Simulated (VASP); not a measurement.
## Ni3Ge: single point with LDA

Crystal: Ni3Ge.

```
CELL_PARAMETERS angstrom
3.41744 0.00000 0.00000
0.00000 3.41744 0.00000
0.00000 0.00000 3.41744
ATOMIC_POSITIONS crystal
Ni 0.50000 0.00000 0.50000
Ni 0.00000 0.50000 0.50000
Ni 0.50000 0.50000 0.00000
Ge 0.00000 0.00000 0.00000
```

| Property | Result |
| --- | --- |
| Program | VASP 6.6.1 |
| Task | single point |
| Functional | LDA |
| Potentials or basis | VASP PAW LDA potentials, release 64 (Ni, Ge_d) |
| Cutoff | 520 eV |
| k mesh | 12 × 12 × 12 |
| Occupations | gaussian, width 0.15 eV |
| Spin | collinear spin, ferromagnetic start |
| Starting moments | [0.875, 0.875, 0.875, 0.0] μB |
| Fixed moment | 2.625 μB |

```
Pressure                                              : 25.6 GPa
Net moment                                            : 2.62 μB per cell
Site moments                                          : Ni +0.80; Ge +0.14 μB
Valence electrons inside the program's atomic spheres : Ni 9.65; Ge 12.71
```

Run time: 5.8 min on 1 thread of Intel(R) Xeon(R) Platinum 8259CL CPU @ 2.50GHz (Skylake/Cascade Lake), on a shared host, peak memory 0.27 GiB.

Caveat: the cell stands under pressure; the total moment is fixed, so each spin has its own Fermi level and the state may be an excited one.
